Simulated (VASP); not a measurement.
# WC (P-6m2) in VASP: single point with PBE

Aim: the single point of WC with PBE.

All numbers are computed with VASP 6.6.1; they aren't measurements. Logs are shortened: lines on timing, memory, paths and dates and some standing lists are left out, and cuts for length are marked.

### 1 The cell of the first run

The structure is hexagonal, space group P-6m2 (No. 187). The conventional cell has a = 2.907 Å, b = 2.907 Å, c = 2.837 Å, α = 90.00°, β = 90.00°, γ = 120.00°. Within 3.0 Å of W (site symmetry -6m2) lie 6 C at 2.20 Å and 8 W at 2.84 to 2.91 Å. Within 3.0 Å of C (site symmetry -6m2) lie 6 W at 2.20 Å and 8 C at 2.84 to 2.91 Å.

### 2 Single point, PBE

Input file INCAR:

```
PREC     = Accurate       # precision mode
ENCUT    = 910            # plane-wave cutoff, eV
EDIFF    = 1E-6           # SCF threshold, eV
ISMEAR   = 0              # smearing method
SIGMA    = 0.05           # smearing width, eV
LREAL    = F              # projectors in reciprocal space
LASPH    = T              # aspherical terms in the spheres
NELM     = 120            # most SCF steps
ALGO     = Normal         # electronic algorithm
ISIF     = 2              # what is computed and relaxed
LWAVE    = F              # write WAVECAR
LCHARG   = F              # write CHGCAR
GGA      = PE             # functional
NBANDS   = 16             # bands
GGA_COMPAT= F
```

Input file KPOINTS:

```
Automatic mesh
0
Gamma
  18 18 14
```

Input file POSCAR:

```
WC
1.0
    2.9065000000      0.0000000000      0.0000000000
   -1.4532500000      2.5171028400      0.0000000000
    0.0000000000      0.0000000000      2.8366000000
W C
1 1
Direct
    0.0000000000      0.0000000000      0.0000000000
    0.6666666700      0.3333333300      0.5000000000
```

Potentials or basis: VASP PAW PBE potentials, release 64 (W_sv, C_h).

Run with:

```console
> cat potpaw_PBE.64/W_sv/POTCAR potpaw_PBE.64/C_h/POTCAR > POTCAR
> mpirun -np 1 vasp_std > vasp.out
```

OUTCAR:

```text
PREC = Accurate
   ENCUT = 910
   EDIFF = 1E-6
   ISMEAR = 0
   LREAL = F
   LASPH = T
   NELM = 120
   ISIF = 2
   GGA = PE

 ion  position               nearest neighbor table
   1  0.000  0.000  0.000-   2 2.20   2 2.20   2 2.20   2 2.20   2 2.20   2 2.20
   2  0.667  0.333  0.500-   1 2.20   1 2.20   1 2.20   1 2.20   1 2.20   1 2.20

  LATTYP: Found a hexagonal cell.
 ALAT       =     2.9065000000
 C/A-ratio  =     0.9759504559

  Lattice vectors:

 A1 = (   2.9065000000,   0.0000000000,   0.0000000000)
 A2 = (  -1.4532500000,   2.5171028400,   0.0000000000)
 A3 = (   0.0000000000,   0.0000000000,   2.8366000000)

Analysis of symmetry for initial positions (statically):
=====================================================================
 Subroutine PRICEL returns:
 Original cell was already a primitive cell.

 Routine SETGRP: Setting up the symmetry group for a
 hexagonal supercell.

 Subroutine GETGRP returns: Found 12 space group operations
 (whereof 12 operations were pure point group operations)
 out of a pool of 24 trial point group operations.

The static configuration has the point symmetry D_3h.

Analysis of symmetry for dynamics (positions and initial velocities):
=====================================================================
 Subroutine PRICEL returns:
 Original cell was already a primitive cell.

 Routine SETGRP: Setting up the symmetry group for a
 hexagonal supercell.

 Subroutine GETGRP returns: Found 12 space group operations
 (whereof 12 operations were pure point group operations)
 out of a pool of 24 trial point group operations.

The dynamic configuration has the point symmetry D_3h.

 Subroutine INISYM returns: Found 12 space group operations
 (whereof 12 operations are pure point group operations),
 and found     1 'primitive' translations

----------------------------------------------------------------------------------------

                                     Primitive cell

  volume of cell :      20.7525

[... 68 lines left out ...]
  0.388889  0.111111  0.000000     12.000000
 [... further k-points ...]
   k-points           NKPTS =    296   k-points in BZ     NKDIM =    296   number of bands    NBANDS=     16
   number of dos      NEDOS =    301   number of ions     NIONS =      2
   total plane-waves  NPLWV =  25200
   dimension x,y,z NGX =    30 NGY =   30 NGZ =   28
   dimension x,y,z NGXF=    60 NGYF=   60 NGZF=   56
   ions per type =               1   1
   NGX,Y,Z   is equivalent  to a cutoff of  17.16, 17.16, 16.41 a.u.
   NGXF,Y,Z  is equivalent  to a cutoff of  34.32, 34.32, 32.82 a.u.
 SYSTEM =  unknown system
   PREC   = accura    normal or accurate (medium, high low for compatibility)
   ISTART =      0    job   : 0-new  1-cont  2-samecut
   ICHARG =      2    charge: 1-file 2-atom 10-const
   ISPIN  =      1    spin polarized calculation?
   LNONCOLLINEAR =      F non collinear calculations
   LSORBIT =      F    spin-orbit coupling
   LASPH  =      T    aspherical Exc in radial PAW
   ENCUT  =  910.0 eV  66.88 Ry    8.18 a.u.   7.15  7.15  6.98*2*pi/ulx,y,z
   NELM   =    120;   NELMIN=  2; NELMDL= -5     # of ELM steps
   EDIFF  = 0.1E-05   stopping-criterion for ELM
   LREAL  =      F    real-space projection
[... 7 lines left out ...]
   TEBEG  =    0.0;   TEEND  =   0.0 temperature during run
   PSTRESS=    0.0 pullay stress
   NELECT =      18.0000    total number of electrons
   NUPDOWN=      -1.0000    fix difference up-down
   EMIN   =  10.00;   EMAX   =-10.00  energy-range for DOS
   EFERMI =   0.00;   METHOD = LEGACY
   ISMEAR =     0;   SIGMA  =   0.05  broadening in eV -4-tet -1-fermi 0-gaus
   EFERMI_NEDOS =   21; number of points for ismear=-14 and -15
   IALGO  =     38    algorithm
   IMIX   =      4    mixing-type and parameters
     AMIX     =   0.40;   BMIX     =  1.00
     AMIX_MAG =   1.60;   BMIX_MAG =  1.00
  volume/ion in A,a.u.               =      10.38        70.02
  Fermi-wavevector in a.u.,A,eV,Ry     =   1.561262  2.950358 33.164744  2.437540
  Thomas-Fermi vector in A             =   2.664353
   LORBIT       =      0    0 simple, 1 ext, 2 COOP (PROOUT), +10 PAW based schemes
   GGA     = PE    functional components
   LHFCALC =     F    Hartree Fock is set to
   AEXX    =    0.0000 exact exchange contribution
   IVDW    =     0    specifies the selected vdW correction
   LEPSILON=     F    determine dielectric tensor
   LRPA    =     F    only Hartree local field effects (RPA)
 non-spin polarized calculation
 Gauss-broadening in eV      SIGMA  =   0.05
  energy-cutoff  :      910.00
  volume of cell :       20.75
 maximum number of plane-waves:      1316
 NGX is ok and might be reduce to    30
   NGX = 15   NGY = 15   NGZ = 13

 number of electron      18.0000001 magnetization

 Free energy of the ion-electron system (eV)
  ---------------------------------------------------
  ext. energy  EPLUGINS =         0.00000000
  ---------------------------------------------------
  free energy    TOTEN  =       -22.44893845 eV

  energy without entropy =      -22.44859160  energy(sigma->0) =      -22.44876502

 E-fermi :  11.3970     XC(G=0): -13.8345

 val. band max:       11.3687879286   @ k =   0.0556   0.0000   0.2143
 cond. band min:      11.4073253474   @ k =   0.4444   0.0000   0.5000
 fundamental gap:      0.0385374188
 Fermi energy:        11.3970466976

 k-point     1 :       0.0000    0.0000    0.0000
  band No.  band energies     occupation
      1     -62.5921      2.00000
      2     -26.5712      2.00000
      3     -26.4717      2.00000
      4     -26.4717      2.00000
      5      -3.0395      2.00000
      6       7.0992      2.00000
[... 433 lines left out ...]
      3     -26.7172      2.00000
      4     -26.4598      2.00000
      5       0.3351      2.00000
      6       4.5411      2.00000
[... 8 lines left out ...]
     15      25.2008      0.00000
     16      28.9252      0.00000

 [... further k-points ...]
[... 5 lines left out ...]
  --------------------------------------------------------------------------------------
  -------------------------------------------------------------------------------------
  Total        0.8497584      0.8497584      0.8540502      0.0000000     -0.0000000      0.0000000
  in kB       65.6049587     65.6049589     65.9363030      0.0000000     -0.0000000      0.0000000
  external PRESSURE =      65.7154069 kB  Pullay stress =       0.0000000 kB

 VOLUME and BASIS-vectors are now :
 -----------------------------------------------------------------------------
  energy-cutoff  :      910.00
  volume of cell :       20.75
      direct lattice vectors                 reciprocal lattice vectors
     2.906500000  0.000000000  0.000000000     0.344056425  0.198641069  0.000000000
    -1.453250000  2.517102840  0.000000000     0.000000000  0.397282139  0.000000000
     0.000000000  0.000000000  2.836600000     0.000000000  0.000000000  0.352534725

 POSITION                                       TOTAL-FORCE (eV/Angst)
 -----------------------------------------------------------------------------------
      0.00000      0.00000      0.00000        -0.000000      0.000000      0.000000
      1.45325      0.83903      1.41830         0.000000     -0.000000      0.000000
 -----------------------------------------------------------------------------------
    total drift:                               -0.000005      0.000003     -0.000000

  FREE ENERGIE OF THE ION-ELECTRON SYSTEM (eV)
  ---------------------------------------------------
  free  energy   TOTEN  =       -22.4489384490 eV

  energy  without entropy=      -22.4485915960  energy(sigma->0) =      -22.44876502
```

It took 1.9 min on 1 thread of Intel Xeon Platinum 8488C (Sapphire Rapids), shared host; peak memory 0.35 GiB.

What came out:

```yaml
Free_energy: -22.4489 eV
Pressure: 6.6 GPa
Band_gap_on_the_k_mesh: zero (bands 9 and 10 overlap by 1.20 eV)
```

Caveat: the cutoff is under 1.25 times the usual one of these potentials, so pressure, stress and relaxed cells hold a basis-set (Pulay) error; the cell stands under pressure; spin-orbit coupling is left out, which moves the levels of the heavy elements.
